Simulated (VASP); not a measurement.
SnTe:

```
CELL_PARAMETERS angstrom
0.00000 3.18933 3.12554
3.18933 0.00000 3.12554
3.18933 3.18933 0.00000
ATOMIC_POSITIONS crystal
Sn 0.00000 0.00000 0.00000
Te 0.50000 0.50000 0.50000
```

This cell differs from its parent crystal: uniaxial z strain -2.0%.

Base run:

```yaml
Program: VASP 6.6.1
Functional: PBE
Potentials_or_basis: VASP PAW PBE potentials, release 64 (Sn_d, Te)
Cutoff: 520 eV
k_mesh: 8 × 8 × 8
Occupations: fermi-dirac, width 0.02 eV
Spin: no spin polarisation
```

Its results: band gap on the k mesh 0.07 eV; pressure 1.5 GPa.

Q: The run is repeated on the same cell with these changes: functional from PBE to r2SCAN; further incar settings from ALGO = Normal; EDIFF = 1e-06; NBANDS = 17 to ALGO = Normal; EDIFF = 1e-07; NBANDS = 17. What comes out?

A: Band gap on the k mesh 0.04 eV; pressure 0.9 GPa.

Caveats: spin-orbit coupling is left out, which moves the levels of the heavy elements; the PAW data sets were made with another functional, which shifts forces and pressure a little (at least some runs).

A k mesh can miss the band edges.
